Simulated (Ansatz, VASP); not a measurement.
## Two plane-wave programs on Al3InAs4

```
CELL_PARAMETERS angstrom
4.12522 0.00000 0.00000
0.00000 4.12522 0.00000
0.00000 0.00000 11.69310
ATOMIC_POSITIONS crystal
Al 0.50000 0.50000 0.25917
Al 0.00000 0.00000 0.50000
Al 0.50000 0.50000 0.74083
In 0.00000 0.00000 0.00000
As 0.50000 0.00000 0.14072
As 0.00000 0.50000 0.37962
As 0.50000 0.00000 0.62038
As 0.00000 0.50000 0.85928
```

Alike in both runs: functional PBE; k mesh 8 × 8 × 4; occupations gaussian, width 0.02 eV; no spin polarisation.

Ansatz relaxed the structure, and its values are those at the end. VASP's run is a single point on that final structure, the one shown.

|  | VASP | Ansatz |
| --- | --- | --- |
| version | VASP 6.6.1 | Ansatz 0.2.0 |
| potentials or method | VASP PAW PBE potentials, release 64 (Al, In_d, As), cutoff 520 eV | scalar-relativistic, plane waves, PAW |
| valence electrons in the cell | 42 | 82 |

VASP gave:

- gap on the k mesh at the Fermi level (eV): 1.04
- least direct gap on the mesh (eV): 1.04
- pressure (GPa): 0.1

**Question.** Which values does Ansatz return?

**Answer.** gap on the k mesh at the Fermi level (eV): 1.03; least direct gap on the mesh (eV): 1.03; pressure (GPa): 0.0.

VASP's potentials hold 42 valence electrons a cell and Ansatz's 82, so a difference there can come from the potentials and not from the codes.
